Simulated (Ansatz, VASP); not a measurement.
**One calculation of MgO, two programs**

Contents of INCAR:

```
PREC     = Accurate       # precision mode
ENCUT    = 520            # plane-wave cutoff, eV
EDIFF    = 1E-6           # SCF threshold, eV
ISMEAR   = 0              # smearing method
SIGMA    = 0.05           # smearing width, eV
LREAL    = F              # projectors in reciprocal space
LASPH    = T              # aspherical terms in the spheres
NELM     = 100            # most SCF steps
ALGO     = Normal         # electronic algorithm
ISIF     = 2              # what is computed and relaxed
LWAVE    = F              # write WAVECAR
LCHARG   = F              # write CHGCAR
GGA      = PE             # functional
NBANDS   = 16             # bands
```

KPOINTS

```
Automatic mesh
0
Gamma
  9 9 6
```

POSCAR

```
MgO
1.0
    3.3980704147      0.0000000000      0.0000000000
   -1.6990352074      2.9428153030      0.0000000000
    0.0000000000      0.0000000000      4.5361391971
Mg O
2 2
Direct
    0.6750787713      0.3333333333      0.7500000000
    0.3417454380      0.6666666667      0.2500000000
    0.6538873553      0.3333333333      0.2500000000
    0.3205540219      0.6666666667      0.7500000000
```

Input for Ansatz:

```yaml
crystal:
  lattice:
    - [3.3980704147, 0.0, 0.0]
    - [-1.6990352074, 2.942815303, 0.0]
    - [0.0, 0.0, 4.5361391971]
  atoms:
    - { symbol: Mg, position: [0.6750787713, 0.3333333333, 0.75] }
    - { symbol: Mg, position: [0.341745438, 0.6666666667, 0.25] }
    - { symbol: O, position: [0.6538873553, 0.3333333333, 0.25] }
    - { symbol: O, position: [0.3205540219, 0.6666666667, 0.75] }
basis:
  ecutwfc: 520.0
kpoints:
  mp_grid: { grid: [9, 9, 6] }
hamiltonian:
  xc: pbe
  pseudopotentials: { kind: paw, azcp: { folder: soft_1 } }
scf:
  occupations: { method: gaussian, width: 0.05 }
output:
  forces: true
  stress: true
  eigenvalues: true
```

Change from the starting cell: mode 8 frozen in at -0.045 Å, strain +e along z and -e/2 along x and y +0.0700.

Alike in both runs: task single point; functional PBE; k mesh 9 × 9 × 6; occupations gaussian, width 0.05 eV; no spin polarisation.

```csv
,VASP,Ansatz
version,VASP 6.6.1,Ansatz 0.2.0
potentials or method,"VASP PAW PBE potentials, release 64 (Mg, O), cutoff 520 eV","scalar-relativistic, plane waves, PAW"
valence electrons in the cell,16,32
```

Ansatz gave:

| Property | Result |
| --- | --- |
| gap on the k mesh at the Fermi level (eV) | 3.17 |
| least direct gap on the mesh (eV) | 3.17 |
| pressure (GPa) | 3.1 |
| traceless stress, the component that is largest in VASP (GPa) | -9.78 |
| rms of the force components (eV/Å) | 0.502 |

**Question.** Which values does VASP return?

**Answer.** gap on the k mesh at the Fermi level (eV): 3.15; least direct gap on the mesh (eV): 3.15; pressure (GPa): 2.6; traceless stress, the component that is largest in VASP (GPa): -9.94; rms of the force components (eV/Å): 0.508.

Atom by atom the forces differ by 0.006 eV/Å (rms over components). The functional is the same, so the differences come from potentials, cutoffs and numerics. VASP's potentials hold 16 valence electrons a cell and Ansatz's 32, so a difference there can come from the potentials and not from the codes.
